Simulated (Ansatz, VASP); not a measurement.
**One calculation of ReP, two programs**

File INCAR:

```
SYSTEM = ReP
  ALGO = Normal
  EDIFF = 1E-6
  ENCUT = 560
  GGA = PS
  GGA_COMPAT = .FALSE.
  ISIF = 2
  ISMEAR = 0
  LASPH = .TRUE.
  LCHARG = .TRUE.
  LELF = .TRUE.
  LREAL = .FALSE.
  LVHAR = .TRUE.
  LWAVE = .FALSE.
  NBANDS = 17
  NELM = 120
  PREC = Accurate
  SIGMA = 0.05
```

The input KPOINTS:

```
k-points
0
G
  12 12 12
  0 0 0
```

File POSCAR:

```
ReP
1.0
    0.0000000000      2.6309808121      2.6309808121
    2.6309808121      0.0000000000      2.6309808121
    2.6309808121      2.6309808121      0.0000000000
Re P
1 1
Direct
    0.0000000000      0.0000000000      0.0000000000
    0.2500000000      0.2500000000      0.2500000000
```

Input for Ansatz:

```yaml
crystal:
  lattice:
    - [0.0, 2.6309808121, 2.6309808121]
    - [2.6309808121, 0.0, 2.6309808121]
    - [2.6309808121, 2.6309808121, 0.0]
  atoms:
    - { symbol: Re, position: [0.0, 0.0, 0.0] }
    - { symbol: P, position: [0.25, 0.25, 0.25] }
basis:
  ecutwfc: 420
  ecutrho_ratio: 4
kpoints:
  mp_grid: { grid: [12, 12, 12] }
hamiltonian:
  xc: pbesol
scf:
  occupations: { method: gaussian, width: 0.05 }
output:
  forces: true
  stress: true
  eigenvalues: true
```

Alike in both runs: task single point; functional PBEsol; k mesh 12 × 12 × 12; occupations gaussian, width 0.05 eV; no spin polarisation.

```csv
,VASP,Ansatz
version,VASP 6.6.1,Ansatz 0.2.0
potentials or method,"VASP PAW PBE potentials, release 64 (Re_sv_GW, P), cutoff 560 eV","scalar-relativistic, plane waves, PAW"
valence electrons in the cell,20,20
```

VASP gave:

| Quantity | Value |
| --- | --- |
| gap on the k mesh at the Fermi level (eV) | none |
| pressure (GPa) | -0.9 |

Q: Which values does Ansatz return?

A: gap on the k mesh at the Fermi level (eV): none; pressure (GPa): -0.3.

VASP's potentials were made for PBE, not for PBEsol. A gap of «none» marks a metal or a gap that the smearing closes. With one functional, cell and mesh, what is left measures potentials, basis and numerics.

Spin-orbit coupling is off throughout.
